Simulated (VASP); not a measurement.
Crystal: CrGa3.

```
Ga Cr
1.0
     0.00000    3.05466    3.05466
     3.05466    0.00000    3.05466
     3.05466    3.05466    0.00000
Ga Cr
3 1
Direct
  0.25000 0.25000 0.25000
  0.75000 0.75000 0.75000
  0.50000 0.50000 0.50000
  0.00000 0.00000 0.00000
```

```yaml
Program: VASP 6.6.1
Task: relaxation of cell and atoms
Functional: PBE
Potentials_or_basis: VASP PAW PBE potentials, release 64 (Ga_d, Cr_pv)
Cutoff: 600 eV
k_mesh: 6 × 6 × 6
Occupations: gaussian, width 0.1 eV
Spin: collinear spin, ferromagnetic start
Starting_moments: "[0.0, 0.0, 0.0, 3.36] μB"
```

At the start: pressure 17.1 GPa; volume 14.25 Å³/atom.

Problem. Where does the relaxation end?

Solution. Over 3 steps the energy falls by 135.9 meV/atom and the volume is 17.25 Å³/atom (+21.0 %); space group Fm-3m (No. 225, to 0.1 Å) before and after; moment 4.12 μB per cell.

The path:
| step | energy change (eV) | largest force (eV/Å) | pressure (GPa) | volume (Å³) |
| --- | --- | --- | --- | --- |
| 1 | 0.0000 | 0.0000 | 17.07 | 57.01 |
| 2 | -0.5383 | 0.0000 | -1.10 | 70.47 |
| 3 | -0.5436 | 0.0000 | -0.03 | 68.99 |

Final structure:
```
CELL_PARAMETERS angstrom
0.00000 3.25533 3.25533
3.25533 0.00000 3.25533
3.25533 3.25533 0.00000
ATOMIC_POSITIONS crystal
Ga 0.25000 0.25000 0.25000
Ga 0.75000 0.75000 0.75000
Ga 0.50000 0.50000 0.50000
Cr 0.00000 0.00000 0.00000
```

Caveat: the volume moved by over 15 % at a fixed basis, so the end points are rough.
